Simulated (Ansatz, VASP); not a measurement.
## One calculation of HC6, two programs

```
C H
1.0
     4.93269    0.00000    0.00000
     0.00000    8.52230    0.00000
     0.00000    0.00000   22.94161
C H
12 2
Direct
  0.00000 0.00000 0.17436
  0.50000 0.00000 0.17436
  0.25000 0.00000 0.20539
  0.75000 0.00000 0.20539
  0.25000 0.00000 0.26746
  0.75000 0.00000 0.26746
  0.00000 0.00000 0.29771
  0.50000 0.00000 0.29771
  0.00000 0.00000 0.36262
  0.50000 0.00000 0.36262
  0.25000 0.00000 0.38976
  0.75000 0.00000 0.38976
  0.15685 0.00000 0.46516
  0.34315 0.00000 0.46516
```

Alike in both runs: task single point; functional PBE; k mesh 6 × 3 × 1; occupations gaussian, width 0.1 eV; no spin polarisation.

```csv
,VASP,Ansatz
version,VASP 6.6.1,Ansatz 0.2.0
potentials or method,"VASP PAW PBE potentials, release 64 (C, H), cutoff 520 eV","scalar-relativistic, plane waves, PAW"
valence electrons in the cell,50,50
```

```csv
,VASP,Ansatz,Ansatz less VASP
gap on the k mesh at the Fermi level (eV),0.02,0.02,-0.001
least direct gap on the mesh (eV),0.02,0.02,-0.001
rms of the force components (eV/Å),0.986,0.991,+0.0047
```

Atom by atom the forces differ by 0.014 eV/Å (rms over components). The functional is the same, so the differences come from potentials, cutoffs and numerics. Ansatz's warnings: xc potential rough in thin density.
